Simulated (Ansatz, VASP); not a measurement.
## MoW14: VASP beside Ansatz

```
W Mo
1.0
     6.32000    0.00000    0.00000
     0.00000    6.32000    0.00000
     0.00000    0.00000    6.32000
W Mo
14 1
Direct
  0.49770 0.00244 0.00244
  0.00244 0.49770 0.00244
  0.00244 0.00244 0.49770
  0.49715 0.49715 0.00273
  0.49715 0.00273 0.49715
  0.75020 0.24964 0.24964
  0.00273 0.49715 0.49715
  0.24964 0.75020 0.24964
  0.24964 0.24964 0.75020
  0.49761 0.49761 0.49761
  0.75021 0.75021 0.24997
  0.75021 0.24997 0.75021
  0.24997 0.75021 0.75021
  0.75027 0.75027 0.75027
  0.00265 0.00265 0.00265
```

Alike in both runs: functional PBE; k mesh 3 × 3 × 3; occupations gaussian, width 0.05 eV; no spin polarisation.

Ansatz relaxed the structure, and its values are those at the end. VASP's run is a single point on that final structure, the one shown.

```csv
,VASP,Ansatz
version,VASP 6.6.1,Ansatz 0.2.0
potentials or method,"VASP PAW PBE potentials, release 64 (W_sv, Mo_sv), cutoff 520 eV","scalar-relativistic, plane waves, PAW"
valence electrons in the cell,210,210
```

VASP gave:

```
rms of the force components (eV/Å) : 0.010
```

What did Ansatz give for the same quantities?

rms of the force components (eV/Å): 0.013.

Spin-orbit coupling is off throughout.
